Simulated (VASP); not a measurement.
**Rb: single point with PBE+D3(BJ)**

The system is Rb.

```
CELL_PARAMETERS angstrom
-2.68559 2.68559 2.68559
2.68559 -2.68559 2.68559
2.68559 2.68559 -2.68559
ATOMIC_POSITIONS crystal
Rb 0.00000 0.00000 0.00000
```

This cell differs from its parent crystal: volume scaled by 0.88.

- Program: VASP 6.6.1
- Task: single point
- Functional: PBE
- Dispersion: D3(BJ)
- Potentials or basis: VASP PAW PBE potentials, release 64 (Rb_sv)
- Cutoff: 520 eV
- k mesh: 7 × 7 × 7
- Occupations: fermi-dirac, width 0.05 eV
- Spin: non-collinear spin, zero start, spin-orbit coupling
- Starting moments: [[0.0, 0.0, 0.0]] μB

| Quantity | Value |
| --- | --- |
| Pressure | 0.4 GPa |
| Net moment | 0.00 μB per cell |
| Valence electrons inside the program's atomic spheres | Rb 7.29 |
| Dispersion energy per atom | -0.119 eV |

Moments on the atoms (μB; x, y, z):
```
Rb  0.00 0.00 0.00
```

It took 96 s on 1 thread of Intel(R) Xeon(R) Platinum 8175M CPU @ 2.50GHz (Skylake/Cascade Lake), with other jobs on the host, peak memory 0.38 GiB.
